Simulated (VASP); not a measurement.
A run of VASP 6.6.1 is set up as follows.

The input POSCAR:

```
TiO
1.0
    3.0309987015      0.0000000000      0.0000000000
   -1.5154993507      2.6249218743      0.0000000000
    0.0000000000      0.0000000000      3.2377000000
Ti O
1 1
Direct
    0.6666666667      0.3333333333      0.0000000000
    0.0000000000      0.0000000000      0.5000000000
```

Contents of INCAR.step1:

```
ALGO = Normal ; EDIFF = 1E-4
ENCUT = 520 ; GGA = PE
ISMEAR = 0 ; ISPIN = 2
LASPH = T ; LCHARG = F
LMAXMIX = 4 ; LREAL = F
LWAVE = T ; MAGMOM = 1 0
NBANDS = 20 ; NELM = 150
PREC = Accurate ; SIGMA = 0.1
```

The input INCAR.step2:

```
ALGO = Normal ; EDIFF = 1E-6
ENCUT = 520 ; ISIF = 2
ISMEAR = 0 ; ISPIN = 2
ISTART = 1 ; LASPH = T
LCHARG = F ; LMAXMIX = 4
LMIXTAU = T ; LORBIT = 11
LREAL = F ; LWAVE = F
MAGMOM = 1 0 ; METAGGA = R2SCAN
NBANDS = 20 ; NELM = 150
PREC = Accurate ; SIGMA = 0.1
```

File KPOINTS:

```
k-points
0
Gamma
  6 6 6
```

Potentials or basis: VASP PAW PBE potentials, release 64 (Ti_sv, O).

The run is started by

```bash
$ cat potpaw_PBE.64/Ti_sv/POTCAR potpaw_PBE.64/O/POTCAR > POTCAR
$ cp INCAR.step1 INCAR
$ mpirun -np 1 vasp_std > vasp.out
$ cp INCAR.step2 INCAR
$ mpirun -np 1 vasp_std > vasp.out
```

(1) Estimate the pressure.

(2) Predict the net moment.

(3) Predict the band gap on the k mesh.

Results:

(1) -39.2 GPa.

(2) 0.00 μB per cell.

(3) 0.17 eV, direct.

Caveat: the PAW data sets were made with another functional, which shifts forces and pressure a little.
